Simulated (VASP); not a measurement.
A run of VASP 6.6.1 is set up as follows.

Contents of INCAR:

```
SYSTEM = Be
  PREC = Accurate
  ENCUT = 600
  EDIFF = 1E-6
  ISMEAR = -1
  SIGMA = 0.1
  LREAL = .False.
  LASPH = .True.
  NELM = 120
  ALGO = Normal
  ISIF = 2
  LWAVE = .False.
  LCHARG = .True.
  GGA = PS
  LELF = .True.
  LVHAR = .True.
  NBANDS = 9
  GGA_COMPAT = .False.
```

File KPOINTS:

```
regular mesh
0
Gamma
  9 9 5
  0 0 0
```

File POSCAR:

```
Be
1.0
    2.2853000000      0.0000000000      0.0000000000
   -1.1426500000      1.9791278600      0.0000000000
    0.0000000000      0.0000000000      3.5842000000
Be
2
Direct
    0.3333333300      0.6666666700      0.2500000000
    0.6666666700      0.3333333300      0.7500000000
```

Potentials or basis: VASP PAW PBE potentials, release 64 (Be).

Run with:

```sh
$ cat potpaw_PBE.64/Be/POTCAR > POTCAR
$ mpirun -np 1 vasp_std > vasp.out
```

Task: What does it give for the band gap on the k mesh?

Result: Zero (bands 2 and 3 overlap by 2.11 eV).

Task: Estimate the pressure.

Result: -3.7 GPa.

Stress tensor (GPa, compression positive):
```
-2.90  0.00  0.00
 0.00 -2.90  0.00
 0.00  0.00 -5.20
```

Caveat: the cell stands under tension; the PAW data sets were made with another functional, which shifts forces and pressure a little.
